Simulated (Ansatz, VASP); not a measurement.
## Sn2GeSe3 in VASP and in Ansatz

```
Sn Ge Se
1.0
     4.18758    0.00000    0.00000
    -2.09379    3.62655    0.00000
     0.00000    0.00000   10.29826
Sn Ge Se
2 1 3
Direct
  0.33333 0.66667 0.82530
  0.66667 0.33333 0.17470
  0.00000 0.00000 0.50000
  0.33333 0.66667 0.34858
  0.66667 0.33333 0.65142
  0.00000 0.00000 0.00000
```

Change from the starting cell: species swapped into the Sn2GeTe3 type (P-3m1, No. 164).

Alike in both runs: functional PBE; k mesh 12 × 12 × 4; occupations gaussian, width 0.01 eV; no spin polarisation.

Ansatz relaxed the structure, and its values are those at the end. VASP's run is a single point on that final structure, the one shown.

|  | VASP | Ansatz |
| --- | --- | --- |
| version | VASP 6.6.1 | Ansatz 0.2.0 |
| potentials or method | VASP PAW PBE potentials, release 64 (Sn_d, Ge_d, Se), cutoff 520 eV | scalar-relativistic, plane waves, PAW |
| valence electrons in the cell | 60 | 90 |

Ansatz gave:

- gap on the k mesh at the Fermi level (eV): 0.35
- least direct gap on the mesh (eV): 0.37
- pressure (GPa): 0.0

**Question.** Which values does VASP return?

**Answer.** gap on the k mesh at the Fermi level (eV): 0.35; least direct gap on the mesh (eV): 0.38; pressure (GPa): 0.0.

The functional is the same, so the differences come from potentials, cutoffs and numerics. VASP's potentials hold 60 valence electrons a cell and Ansatz's 90, so a difference there can come from the potentials and not from the codes.
